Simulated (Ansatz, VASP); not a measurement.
# Zr in VASP and in Ansatz

File INCAR:

```
  PREC = Accurate
  ENCUT = 520
  EDIFF = 1E-6
  ISMEAR = 1
  SIGMA = 0.1
  LREAL = F
  LASPH = T
  NELM = 80
  ALGO = Normal
  ISIF = 2
  LWAVE = F
  LCHARG = F
  NBANDS = 19
```

KPOINTS

```
regular mesh
0
Gamma
  12 12 6
```

POSCAR

```
Zr
1.0
    3.1439658570      0.0000000000      0.0000000000
   -1.5719829285      2.7227543008      0.0000000000
    0.0000000000      0.0000000000      5.0894642375
Zr
2
Direct
    0.3333333333      0.6666666667      0.2500000000
    0.6666666667      0.3333333333      0.7500000000
```

Input for Ansatz:

```yaml
crystal:
  lattice:
    - [3.143965857, 0.0, 0.0]
    - [-1.5719829285, 2.7227543008, 0.0]
    - [0.0, 0.0, 5.0894642375]
  atoms:
    - { symbol: Zr, position: [0.3333333333, 0.6666666667, 0.25] }
    - { symbol: Zr, position: [0.6666666667, 0.3333333333, 0.75] }
hamiltonian:
  xc: lda
  pseudopotentials:
    kind: paw
    azcp:
      Zr: "pseudopotentials/Zr.paw.azcp"
basis:
  ecutwfc: 420
  fft_grid_basis: typed
kpoints:
  mp_grid: { grid: [12, 12, 6], shift: [0, 0, 0] }
magnetization:
  spin_polarized: false
scf:
  occupations: { method: methfessel_paxton, width: 0.1 }
  lower_state_search: "off"
output:
  stress: true
```

Alike in both runs: task single point; functional LDA; k mesh 12 × 12 × 6; occupations methfessel-paxton of order 1, width 0.1 eV; no spin polarisation.

|  | VASP | Ansatz |
| --- | --- | --- |
| version | VASP 6.6.1 | Ansatz 0.2.0 |
| potentials or method | VASP PAW LDA potentials, release 64 (Zr_sv), cutoff 520 eV | plane waves (420 eV) with PAW, scalar-relativistic |
| valence electrons in the cell | 24 | 24 |

|  | VASP | Ansatz | Ansatz less VASP |
| --- | --- | --- | --- |
| pressure (GPa) | 0.1 | 0.0 | -0.09 |
| traceless stress, the component that is largest in VASP (GPa) | -0.52 | -0.55 | -0.034 |

Ansatz warns that its potentials were made for another functional, while VASP's fit it. LDA's correlation is that of Perdew and Zunger in VASP and of Perdew and Wang (1992) in Ansatz.
